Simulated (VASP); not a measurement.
# TaF4 (Pm-3m) in VASP: further runs

The runs below take TaF4 through single point, relaxation of cell and atoms, with PBE.

Everything below comes from runs of VASP 6.6.1. Logs are shortened: lines on timing, memory, paths and dates and some standing lists are left out, and cuts for length are marked.

## Step 1: The cell of the first run

It takes space group Pm-3m (No. 221, cubic). Conventional cell: a = 3.915 Å, b = 3.915 Å, c = 3.915 Å, α = 90.00°, β = 90.00°, γ = 90.00°. Within 3.6 Å of Ta (site symmetry m-3m) lie 20 F at 2.77 to 3.39 Å. F (site symmetry m-3m) has 6 F at 1.96 Å within 2.6 Å. Within 2.6 Å of F (site symmetry 4/mmm) lie 2 F at 1.96 Å.

The cell was generated, and may not be a known phase.

## Step 2: Single point, PBE

Contents of INCAR:

```
SYSTEM = TaF4
PREC = Accurate
ENCUT = 700
EDIFF = 1E-6
ISMEAR = 0
SIGMA = 0.15
LREAL = .FALSE.
LASPH = .TRUE.
NELM = 120
ALGO = Normal
ISIF = 2
LWAVE = .FALSE.
LCHARG = .FALSE.
GGA = PE
NBANDS = 28
GGA_COMPAT = .FALSE.
```

Contents of KPOINTS:

```
regular mesh
0
G
  3 3 3
  0 0 0
```

Contents of POSCAR:

```
TaF4
1.0
    3.9147106931      0.0000000000      0.0000000000
    0.0000000000      3.9147106931      0.0000000000
    0.0000000000      0.0000000000      3.9147106931
Ta F
1 4
Direct
    0.0000000000      0.0000000000      0.0000000000
    0.5000000000      0.5000000000      0.5000000000
    0.0000000000      0.5000000000      0.5000000000
    0.5000000000      0.0000000000      0.5000000000
    0.5000000000      0.5000000000      0.0000000000
```

Potentials or basis: VASP PAW PBE potentials, release 64 (Ta_sv_GW, F).

Command:

```
$ cat potpaw_PBE.64/Ta_sv_GW/POTCAR potpaw_PBE.64/F/POTCAR > POTCAR
$ mpirun -np 1 vasp_std > vasp.out
```

OUTCAR:

```text
SYSTEM = TaF4
   PREC = Accurate
   ENCUT = 700
   EDIFF = 1E-6
   ISMEAR = 0
   LREAL = .FALSE.
   LASPH = .TRUE.
   NELM = 120
   ISIF = 2
   GGA = PE

 ion  position               nearest neighbor table
   1  0.000  0.000  0.000-
   2  0.500  0.500  0.500-
   3  0.000  0.500  0.500-
   4  0.500  0.000  0.500-
   5  0.500  0.500  0.000-

  LATTYP: Found a simple cubic cell.
 ALAT       =     3.9147106931

  Lattice vectors:

 A1 = (   3.9147106931,   0.0000000000,   0.0000000000)
 A2 = (   0.0000000000,   3.9147106931,   0.0000000000)
 A3 = (   0.0000000000,   0.0000000000,   3.9147106931)

Analysis of symmetry for initial positions (statically):
=====================================================================
 Subroutine PRICEL returns:
 Original cell was already a primitive cell.

 Routine SETGRP: Setting up the symmetry group for a
 simple cubic supercell.

 Subroutine GETGRP returns: Found 48 space group operations
 (whereof 48 operations were pure point group operations)
 out of a pool of 48 trial point group operations.

The static configuration has the point symmetry O_h .

Analysis of symmetry for dynamics (positions and initial velocities):
=====================================================================
 Subroutine PRICEL returns:
 Original cell was already a primitive cell.

 Routine SETGRP: Setting up the symmetry group for a
 simple cubic supercell.

 Subroutine GETGRP returns: Found 48 space group operations
 (whereof 48 operations were pure point group operations)
 out of a pool of 48 trial point group operations.

The dynamic configuration has the point symmetry O_h .

 Subroutine INISYM returns: Found 48 space group operations
 (whereof 48 operations are pure point group operations),
 and found     1 'primitive' translations

----------------------------------------------------------------------------------------

                                     Primitive cell

  volume of cell :      59.9928

  direct lattice vectors                    reciprocal lattice vectors
     3.914710693  0.000000000  0.000000000     0.255446718  0.000000000  0.000000000
     0.000000000  3.914710693  0.000000000     0.000000000  0.255446718  0.000000000
     0.000000000  0.000000000  3.914710693     0.000000000  0.000000000  0.255446718

  length of vectors
     3.914710693  3.914710693  3.914710693     0.255446718  0.255446718  0.255446718

  position of ions in fractional coordinates (direct lattice)
     0.000000000  0.000000000  0.000000000
     0.500000000  0.500000000  0.500000000
     0.000000000  0.500000000  0.500000000
     0.500000000  0.000000000  0.500000000
     0.500000000  0.500000000  0.000000000

  ion indices of the primitive-cell ions
   primitive index   ion index
                 1           1
                 2           2
                 3           3
                 4           4
                 5           5

----------------------------------------------------------------------------------------

 KPOINTS: regular mesh

Automatic generation of k-mesh.
 Grid dimensions read from file:
 generate k-points for:    3    3    3

 Generating k-lattice:

  Cartesian coordinates                     Fractional coordinates (reciprocal lattice)
     0.085148906  0.000000000  0.000000000     0.333333333  0.000000000  0.000000000
     0.000000000  0.085148906  0.000000000     0.000000000  0.333333333  0.000000000
     0.000000000  0.000000000  0.085148906     0.000000000  0.000000000  0.333333333

  Length of vectors
     0.085148906  0.085148906  0.085148906

  Shift w.r.t. Gamma in fractional coordinates (k-lattice)
     0.000000000  0.000000000  0.000000000

 Subroutine IBZKPT returns following result:
 ===========================================

 Found      4 irreducible k-points:

 Following reciprocal coordinates:
            Coordinates               Weight
  0.000000  0.000000  0.000000      1.000000
  0.333333  0.000000  0.000000      6.000000
  0.333333  0.333333  0.000000     12.000000
  0.333333  0.333333  0.333333      8.000000
   k-points           NKPTS =      4   k-points in BZ     NKDIM =      4   number of bands    NBANDS=     28
   number of dos      NEDOS =    301   number of ions     NIONS =      5
   total plane-waves  NPLWV =  46656
   dimension x,y,z NGX =    36 NGY =   36 NGZ =   36
   dimension x,y,z NGXF=    72 NGYF=   72 NGZF=   72
   ions per type =               1   4
   NGX,Y,Z   is equivalent  to a cutoff of  15.29, 15.29, 15.29 a.u.
   NGXF,Y,Z  is equivalent  to a cutoff of  30.58, 30.58, 30.58 a.u.
 SYSTEM =  TaF4
   PREC   = accura    normal or accurate (medium, high low for compatibility)
   ISTART =      0    job   : 0-new  1-cont  2-samecut
   ICHARG =      2    charge: 1-file 2-atom 10-const
   ISPIN  =      1    spin polarized calculation?
   LNONCOLLINEAR =      F non collinear calculations
   LSORBIT =      F    spin-orbit coupling
   LASPH  =      T    aspherical Exc in radial PAW
   ENCUT  =  700.0 eV  51.45 Ry    7.17 a.u.   8.45  8.45  8.45*2*pi/ulx,y,z
   NELM   =    120;   NELMIN=  2; NELMDL= -5     # of ELM steps
   EDIFF  = 0.1E-05   stopping-criterion for ELM
   LREAL  =      F    real-space projection
   EDIFFG = 0.1E-04   stopping-criterion for IOM
   NSW    =      0    number of steps for IOM
   IBRION =     -1    ionic relax: 0-MD 1-quasi-New 2-CG
   NFREE  =      0    steps in history (QN), initial steepest desc. (CG)
   ISIF   =      2    stress and relaxation
   ISYM   =      2    0-nonsym 1-usesym 2-fastsym
   POTIM  = 0.5000    time-step for ionic-motion
   TEBEG  =    0.0;   TEEND  =   0.0 temperature during run
   PSTRESS=    0.0 pullay stress
   NELECT =      41.0000    total number of electrons
   NUPDOWN=      -1.0000    fix difference up-down
   EMIN   =  10.00;   EMAX   =-10.00  energy-range for DOS
   EFERMI =   0.00;   METHOD = LEGACY
   ISMEAR =     0;   SIGMA  =   0.15  broadening in eV -4-tet -1-fermi 0-gaus
   EFERMI_NEDOS =   21; number of points for ismear=-14 and -15
   IALGO  =     38    algorithm
   IMIX   =      4    mixing-type and parameters
     AMIX     =   0.40;   BMIX     =  1.00
     AMIX_MAG =   1.60;   BMIX_MAG =  1.00
  volume/ion in A,a.u.               =      12.00        80.97
  Fermi-wavevector in a.u.,A,eV,Ry     =   1.442015  2.725013 28.292053  2.079407
  Thomas-Fermi vector in A             =   2.560583
   LORBIT       =      0    0 simple, 1 ext, 2 COOP (PROOUT), +10 PAW based schemes
   GGA     = PE    functional components
   LHFCALC =     F    Hartree Fock is set to
   AEXX    =    0.0000 exact exchange contribution
   IVDW    =     0    specifies the selected vdW correction
   LEPSILON=     F    determine dielectric tensor
   LRPA    =     F    only Hartree local field effects (RPA)
 non-spin polarized calculation
 Gauss-broadening in eV      SIGMA  =   0.15
  energy-cutoff  :      700.00
  volume of cell :       59.99
 maximum number of plane-waves:      2546
 NGX is ok and might be reduce to    36
   NGX = 17   NGY = 17   NGZ = 17

 number of electron      41.0000019 magnetization

 Free energy of the ion-electron system (eV)
  ---------------------------------------------------
  ext. energy  EPLUGINS =         0.00000000
  ---------------------------------------------------
  free energy    TOTEN  =       -21.26432601 eV

  energy without entropy =      -21.11217661  energy(sigma->0) =      -21.18825131

 E-fermi :   4.6563     XC(G=0): -10.9150

 val. band max:        4.5136279548   @ k =   0.3333   0.3333   0.0000
 cond. band min:       4.6946737303   @ k =   0.3333   0.3333   0.0000
 fundamental gap:      0.1810457755
 Fermi energy:         4.6562936545

 k-point     1 :       0.0000    0.0000    0.0000
  band No.  band energies     occupation
      1     -66.1634      2.00000
      2     -32.3850      2.00000
      3     -32.3850      2.00000
      4     -32.3850      2.00000
      5     -20.3369      2.00000
      6     -18.4341      2.00000
[... 20 lines left out ...]
     27      16.0051      0.00000
     28      16.0051      0.00000

 k-point     2 :       0.3333    0.0000    0.0000
  band No.  band energies     occupation
      1     -66.1631      2.00000
      2     -32.4045      2.00000
      3     -32.3835      2.00000
      4     -32.3835      2.00000
      5     -20.0320      2.00000
      6     -18.6503      2.00000
[... 20 lines left out ...]
     27      11.2303      0.00000
     28      15.3332      0.00000

 k-point     3 :       0.3333    0.3333    0.0000
  band No.  band energies     occupation
      1     -66.1628      2.00000
      2     -32.4023      2.00000
      3     -32.4016      2.00000
      4     -32.3821      2.00000
      5     -19.7204      2.00000
      6     -18.6532      2.00000
[... 20 lines left out ...]
     27      11.6862      0.00000
     28      11.8689      0.00000

 k-point     4 :       0.3333    0.3333    0.3333
  band No.  band energies     occupation
      1     -66.1624      2.00000
      2     -32.4002      2.00000
      3     -32.3992      2.00000
      4     -32.3992      2.00000
      5     -19.3794      2.00000
      6     -18.6559      2.00000
[... 20 lines left out ...]
     27      11.9436      0.00000
     28      12.6832      0.00000

------------------------ aborting loop because EDIFF is reached ----------------------------------------

  FORCE on cell =-STRESS in cart. coord.  units (eV):
  Direction    XX          YY          ZZ          XY          YZ          ZX
  --------------------------------------------------------------------------------------
  -------------------------------------------------------------------------------------
  Total       -0.5108346     -0.5108346     -0.5108346     -0.0000000     -0.0000000     -0.0000000
  in kB      -13.6424351    -13.6424351    -13.6424351     -0.0000000     -0.0000000     -0.0000000
  external PRESSURE =     -13.6424351 kB  Pullay stress =       0.0000000 kB

 VOLUME and BASIS-vectors are now :
 -----------------------------------------------------------------------------
  energy-cutoff  :      700.00
  volume of cell :       59.99
      direct lattice vectors                 reciprocal lattice vectors
     3.914710693  0.000000000  0.000000000     0.255446718  0.000000000  0.000000000
     0.000000000  3.914710693  0.000000000     0.000000000  0.255446718  0.000000000
     0.000000000  0.000000000  3.914710693     0.000000000  0.000000000  0.255446718

 POSITION                                       TOTAL-FORCE (eV/Angst)
 -----------------------------------------------------------------------------------
      0.00000      0.00000      0.00000         0.000000      0.000000      0.000000
      1.95736      1.95736      1.95736         0.000000      0.000000      0.000000
      0.00000      1.95736      1.95736         0.000000      0.000000      0.000000
      1.95736      0.00000      1.95736         0.000000      0.000000      0.000000
      1.95736      1.95736      0.00000         0.000000      0.000000      0.000000
 -----------------------------------------------------------------------------------
    total drift:                                0.000000      0.000000      0.000000

  FREE ENERGIE OF THE ION-ELECTRON SYSTEM (eV)
  ---------------------------------------------------
  free  energy   TOTEN  =       -21.2643260081 eV

  energy  without entropy=      -21.1121766095  energy(sigma->0) =      -21.18825131
```

Wall time 33 s (1 thread of Intel Xeon Platinum 8259CL at 2.50GHz (Skylake/Cascade Lake), shared host); peak memory 0.21 GiB.

Results:

* Free energy: -21.2643 eV
* Pressure: -1.4 GPa
* Band gap on the k mesh: zero (an odd number of electrons rules out a gap without spin polarisation)

Caveat: the k points lie up to 0.54 Å⁻¹ apart, too coarse for converged energies and pressures of a metal; spin-orbit coupling is left out, which moves the levels of the heavy elements; an odd number of electrons without spin polarisation forces a metal; a magnetic or distorted state may lie lower.

## Step 3: Relaxation of cell and atoms, PBE

This run uses another cell than the first one, of 12.89 Å³/atom.

Contents of INCAR:

```
PREC = Accurate
ENCUT = 700
EDIFF = 1E-7
ISMEAR = 0
SIGMA = 0.15
LREAL = False
LASPH = True
NELM = 120
ALGO = Normal
ISIF = 3
LWAVE = False
LCHARG = False
GGA = PE
IBRION = 2
NSW = 36
EDIFFG = -0.08
GGA_COMPAT = False
NELMIN = 4
```

Contents of KPOINTS:

```
Automatic mesh
0
Gamma
  3 3 3
```

POSCAR, as its differences from that of step 2:

```diff
@@ -2,5 +2,5 @@
 1.0
-    3.9147106931      0.0000000000      0.0000000000
-    0.0000000000      3.9147106931      0.0000000000
-    0.0000000000      0.0000000000      3.9147106931
+    4.0095729100      0.0000000000      0.0000000000
+    0.0000000000      4.0095729100      0.0000000000
+    0.0000000000      0.0000000000      4.0095729100
 Ta F
```

Potentials or basis: VASP PAW PBE potentials, release 64 (Ta_sv_GW, F).

Command:

```
$ cat potpaw_PBE.64/Ta_sv_GW/POTCAR potpaw_PBE.64/F/POTCAR > POTCAR
$ mpirun -np 1 vasp_std > vasp.out
```

It took 38 s on 1 thread of AMD EPYC 7R13 (Zen 3), shared host; peak memory 0.18 GiB.

It converged, with:

| Property | Result |
| --- | --- |
| Free energy | -21.2812 eV |
| Relaxed volume | 11.81 Å³/atom |
| Relaxed cell | a = 3.894 Å, b = 3.894 Å, c = 3.894 Å, α = 90.00°, β = 90.00°, γ = 90.00° |
| Space group after relaxing (to 0.1 Å) | Pm-3m (No. 221) |
| Energy gained by relaxing | 25.9 meV/atom |
| Ionic steps | 2 |
| Pressure after relaxing | 0.4 GPa |
| Band gap on the k mesh | zero (an odd number of electrons rules out a gap without spin polarisation) |

The path:
```
step  energy change (eV)  largest force (eV/Å)  pressure (GPa)  volume (Å³)
   1              0.0000                0.0000           -7.42        64.46
   2             -0.1293                0.0000            0.41        59.05
```

Final structure:
```
Ta F
1.0
     3.89412    0.00000    0.00000
     0.00000    3.89412    0.00000
     0.00000    0.00000    3.89412
Ta F
1 4
Direct
  0.00000 0.00000 0.00000
  0.50000 0.50000 0.50000
  0.00000 0.50000 0.50000
  0.50000 0.00000 0.50000
  0.50000 0.50000 0.00000
```

Levels at points of the mesh, in eV from the Fermi level:
```csv
k point,band 17,band 18,band 19,band 20,band 21,band 22,band 23,band 24
"(0.00, 0.00, 0.00)",-4.55,-1.32,-1.32,-1.25,0.08,0.08,0.08,0.12
```

Caveat: the k points lie up to 0.54 Å⁻¹ apart in the final cell, too coarse for converged energies and pressures of a metal; the highest band is partly filled, so the run has too few bands; spin-orbit coupling is left out, which moves the levels of the heavy elements; an odd number of electrons without spin polarisation forces a metal; a magnetic or distorted state may lie lower.

The gap in the log of VASP goes by the Fermi energy; the results here count the filled bands.